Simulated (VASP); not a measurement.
Here is a VASP 6.6.1 calculation.

Contents of INCAR:

```
SYSTEM = TiO2
PREC = Accurate
ENCUT = 520
EDIFF = 1E-6
ISMEAR = -1
SIGMA = 0.02
LREAL = .FALSE.
LASPH = .TRUE.
NELM = 60
ALGO = Normal
ISIF = 2
LWAVE = .FALSE.
LCHARG = .FALSE.
GGA = PE
NBANDS = 60
```

KPOINTS

```
Automatic mesh
0
G
  7 6 7
  0 0 0
```

The input POSCAR:

```
TiO2
1.0
    4.5890000000      0.0000000000      0.0000000000
    0.0000000000      4.8490000000      0.0000000000
   -0.7081993865      0.0000000000      4.7764052250
Ti O
4 8
Direct
    0.2806215139      0.0482489354      0.2114437842
    0.7193784861      0.5482489354      0.2885562158
    0.7193784861      0.9517510646      0.7885562158
    0.2806215139      0.4517510646      0.7114437842
    0.0828036177      0.3646116445      0.3125549150
    0.9171963823      0.8646116445      0.1874450850
    0.9171963823      0.6353883555      0.6874450850
    0.0828036177      0.1353883555      0.8125549150
    0.4330105445      0.7638097624      0.4865214912
    0.5669894555      0.2638097624      0.0134785088
    0.5669894555      0.2361902376      0.5134785088
    0.4330105445      0.7361902376      0.9865214912
```

Potentials or basis: VASP PAW PBE potentials, release 64 (Ti_sv, O).

Run with:

```bash
$ cat potpaw_PBE.64/Ti_sv/POTCAR potpaw_PBE.64/O/POTCAR > POTCAR
$ mpirun -np 1 vasp_std > vasp.out
```

Question: Estimate the largest force.

Answer: 0.032 eV/Å.

Question: Predict the pressure.

Answer: 24.2 GPa.

Question: Predict the band gap on the k mesh.

Answer: 2.23 eV (least direct gap 2.37 eV).

Forces on the atoms (eV/Å):
```
Ti   0.028 -0.015 -0.002
Ti  -0.028 -0.015  0.002
Ti  -0.028  0.015  0.002
Ti   0.028  0.015 -0.002
O    0.010  0.008 -0.009
O   -0.010  0.008  0.009
O   -0.010 -0.008  0.009
O    0.010 -0.008 -0.009
O   -0.026 -0.008  0.007
O    0.026 -0.008 -0.007
O    0.026  0.008 -0.007
O   -0.026  0.008  0.007
```

Caveat: the cell differs from its parent crystal (z stretched by +2 %, then relaxed in part); the cell stands under pressure. A k mesh can miss the band edges.
